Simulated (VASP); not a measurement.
# HfB2 (P6/mmm) in VASP: notebook, part 3 of 3

VASP 6.6.1. Earlier steps stand in the parts before.

### Step 6. Relaxation of shape and atoms at fixed volume, RPBE

This run uses another cell than the first one, of 10.12 Å³/atom, 1.022 times its volume.

File INCAR:

```
SYSTEM = HfB2
PREC = Accurate
ENCUT = 600
EDIFF = 1E-6
ISMEAR = 0
SIGMA = 0.05
LREAL = .False.
LASPH = .True.
NELM = 100
ALGO = Normal
ISIF = 4
LWAVE = .False.
LCHARG = .False.
GGA = RP
IBRION = 2
NSW = 60
EDIFFG = -0.01
```

File KPOINTS:

```
Automatic mesh
0
Gamma
  8 8 8
  0 0 0
```

File POSCAR:

```
HfB2
1.0
    3.1627036929      0.0000000000      0.0000000000
   -1.5813518464      2.7389817427      0.0000000000
    0.0000000000      0.0000000000      3.5063209140
Hf B
1 2
Direct
    0.0000000000      0.0000000000      0.0000000000
    0.3333333333      0.6666666667      0.5000000000
    0.6666666667      0.3333333333      0.5000000000
```

Potentials or basis: VASP PAW PBE potentials, release 64 (Hf_pv, B).

Command:

```sh
> cat potpaw_PBE.64/Hf_pv/POTCAR potpaw_PBE.64/B/POTCAR > POTCAR
> mpirun -np 1 vasp_std > vasp.out
```

OUTCAR:

```text
SYSTEM = HfB2
   PREC = Accurate
   ENCUT = 600
   EDIFF = 1E-6
   ISMEAR = 0
   LREAL = .False.
   LASPH = .True.
   NELM = 100
   ISIF = 4
   GGA = RP
   IBRION = 2
   NSW = 60
   EDIFFG = -0.01

 ion  position               nearest neighbor table
   1  0.000  0.000  0.000-   2 2.53   3 2.53   2 2.53   3 2.53   2 2.53   2 2.53   3 2.53   3 2.53
                             3 2.53   3 2.53   2 2.53   2 2.53
   2  0.333  0.667  0.500-   3 1.83   3 1.83   3 1.83   1 2.53   1 2.53   1 2.53   1 2.53   1 2.53
                             1 2.53
   3  0.667  0.333  0.500-   2 1.83   2 1.83   2 1.83   1 2.53   1 2.53   1 2.53   1 2.53   1 2.53
                             1 2.53

  LATTYP: Found a hexagonal cell.
 ALAT       =     3.1627036929
 C/A-ratio  =     1.1086466689

  Lattice vectors:

 A1 = (   3.1627036929,   0.0000000000,   0.0000000000)
 A2 = (  -1.5813518464,   2.7389817427,   0.0000000000)
 A3 = (   0.0000000000,   0.0000000000,   3.5063209140)

Analysis of symmetry for initial positions (statically):
=====================================================================
 Subroutine PRICEL returns:
 Original cell was already a primitive cell.
[... 230 lines left out ...]
      1     -23.1253      2.00000
      2     -22.6510      2.00000
      3     -22.6510      2.00000
      4      -6.0804      2.00000
      5       4.6712      2.00000
      6       4.7453      2.00000
      7       4.7453      2.00000
      8       4.8113      2.00000
      9      11.5457      0.00000
     10      11.5457      0.00000
     11      12.1975      0.00000
     12      12.1975      0.00000
[... 331 lines left out ...]
 k-point    24 :       0.3750    0.0000    0.2500
  band No.  band energies     occupation
      1     -23.2328      2.00000
      2     -23.1331      2.00000
      3     -22.7771      2.00000
      4      -3.1396      2.00000
      5       0.0241      2.00000
      6       3.5602      2.00000
      7       3.6405      2.00000
      8       4.9851      2.00000
      9       9.1651      0.00000
     10      11.3626      0.00000
     11      12.6296      0.00000
     12      13.4308      0.00000

 [... further k-points ...]
[... 5 lines left out ...]
  --------------------------------------------------------------------------------------
  -------------------------------------------------------------------------------------
  Total       -0.1001423     -0.1001423     -0.0918819     -0.0000000     -0.0000000      0.0000000
  in kB       -5.2823718     -5.2823718     -4.8466428     -0.0000000     -0.0000000      0.0000000
  external PRESSURE =      -5.1371288 kB  Pullay stress =       0.0000000 kB

 VOLUME and BASIS-vectors are now :
 -----------------------------------------------------------------------------
  energy-cutoff  :      600.00
  volume of cell :       30.37
      direct lattice vectors                 reciprocal lattice vectors
     3.164667128 -0.000000000  0.000000000     0.315989000  0.182436334 -0.000000000
    -1.582333564  2.740682127  0.000000000     0.000000000  0.364872668 -0.000000000
     0.000000000  0.000000000  3.501971454    -0.000000000 -0.000000000  0.285553441

 POSITION                                       TOTAL-FORCE (eV/Angst)
 -----------------------------------------------------------------------------------
      0.00000      0.00000      3.50197         0.000000     -0.000000      0.000000
     -0.00000      1.82712      1.75099         0.000000     -0.000000      0.000000
      1.58233      0.91356      1.75099        -0.000000      0.000000     -0.000000
 -----------------------------------------------------------------------------------
    total drift:                               -0.000000      0.000000      0.000000

  FREE ENERGIE OF THE ION-ELECTRON SYSTEM (eV)
  ---------------------------------------------------
  free  energy   TOTEN  =       -25.2857026019 eV

  energy  without entropy=      -25.2850347675  energy(sigma->0) =      -25.28536868

 reached required accuracy - stopping structural energy minimisation
```

It took 14 s on 1 thread of Intel Xeon 6975P-C (Granite Rapids), shared host; peak memory 0.17 GiB.

Results:

```
Free energy               : -25.2857 eV
Energy gained by relaxing : 0.0 meV/atom
Ionic steps               : 2
Pressure after relaxing   : -0.5 GPa
Band gap on the k mesh    : zero (band 8 reaches 8.17 eV, above the bottom of band 9 at 7.61 eV)
```

Final structure:
```yaml
crystal:
  lattice:
    - [3.16467, 0.00000, 0.00000]
    - [-1.58233, 2.74068, 0.00000]
    - [0.00000, 0.00000, 3.50197]
  atoms:
    - { symbol: Hf, position: [0.00000, 0.00000, 0.00000] }
    - { symbol: B, position: [0.33333, 0.66667, 0.50000] }
    - { symbol: B, position: [0.66667, 0.33333, 0.50000] }
```

Caveat: the PAW data sets were made with another functional, which shifts forces and pressure a little; spin-orbit coupling is left out, which moves the levels of the heavy elements.

### Step 7. Summary

```csv
level,cell,gap on the mesh (eV),pressure (GPa)
PBE+D4,"relaxed from a = 3.143, b = 3.143, c = 3.473 Å, angles 90.0, 90.0, 120.0°, 3 atoms",none,-5.0
PBE+D4,"relaxed from a = 3.151, b = 3.151, c = 3.460 Å, angles 90.0, 90.0, 120.0°, 3 atoms",none,-5.2
BLYP+D3(BJ),"relaxed from a = 3.143, b = 3.143, c = 3.473 Å, angles 90.0, 90.0, 120.0°, 3 atoms",none,-5.6
BLYP+D3(BJ),"relaxed from a = 3.144, b = 3.144, c = 3.526 Å, angles 90.0, 90.0, 120.0°, 3 atoms",none,-9.1
RPBE,"relaxed from a = 3.163, b = 3.163, c = 3.506 Å, angles 90.0, 90.0, 120.0°, 3 atoms",none,-0.5
```

Alike in all rows: task relaxation of shape and atoms at fixed volume; potentials or basis VASP PAW PBE potentials, release 64 (Hf_pv, B); no spin polarisation; k mesh 8 × 8 × 8; cutoff (eV) 600; smearing gaussian 0.05 eV.

Caveats: spin-orbit coupling is left out, which moves the levels of the heavy elements; pairwise dispersion overbinds metals, which lowers pressure and volume (some runs); the PAW data sets were made with another functional, which shifts forces and pressure a little (some runs).

Total energies depend on the potentials used, so only differences within one code and one set of settings carry meaning.
